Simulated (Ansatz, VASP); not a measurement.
## TePb: VASP beside Ansatz

The input INCAR:

```
SYSTEM = TePb
PREC = Accurate
ENCUT = 520
EDIFF = 1E-6
ISMEAR = 1
SIGMA = 0.01
LREAL = .FALSE.
LASPH = .TRUE.
NELM = 100
ALGO = Normal
ISIF = 2
LWAVE = .FALSE.
LCHARG = .FALSE.
GGA = CA
NBANDS = 17
```

File KPOINTS:

```
Automatic mesh
0
G
  7 7 7
  0 0 0
```

POSCAR

```
TePb
1.0
    0.0000000000      3.0962155116      3.0962155116
    3.0962155116      0.0000000000      3.0962155116
    3.0962155116      3.0962155116      0.0000000000
Pb Te
1 1
Direct
    0.0000000000      0.0000000000      0.0000000000
    0.5000000000      0.5000000000      0.5000000000
```

The input input.yaml:

```yaml
crystal:
  lattice:
    - [0.0, 3.0962155116, 3.0962155116]
    - [3.0962155116, 0.0, 3.0962155116]
    - [3.0962155116, 3.0962155116, 0.0]
  atoms:
    - { symbol: Pb, position: [0.0, 0.0, 0.0] }
    - { symbol: Te, position: [0.5, 0.5, 0.5] }
hamiltonian:
  xc: lda
  pseudopotentials: { kind: paw, xc_functional: lda, accuracy: standard }
kpoints:
  mp_grid: { grid: [7, 7, 7] }
scf:
  occupations: { method: methfessel_paxton, width: 0.01 }
output:
  forces: true
  stress: true
  eigenvalues: true
  write_density: true
  write_potential: true
  elf: true
  volumetric_format: npy
```

Change from the starting cell: volume scaled by 0.88.

Alike in both runs: task single point; functional LDA; k mesh 7 × 7 × 7; occupations methfessel-paxton of order 1, width 0.01 eV; no spin polarisation.

```csv
,VASP,Ansatz
version,VASP 6.6.1,Ansatz 0.2.0
potentials or method,"VASP PAW LDA potentials, release 64 (Pb_d, Te)",JTH PAW LDA
plane-wave cutoff (eV),520,1800
valence electrons in the cell,20,20
```

Ansatz gave:

| Quantity | Value |
| --- | --- |
| pressure (GPa) | 5.3 |

Question: What did VASP give for the same quantities?

Answer: Pressure (GPa): 5.4.

LDA's correlation is that of Perdew and Zunger in VASP and of Perdew and Wang (1992) in Ansatz.

Spin-orbit coupling is off throughout.
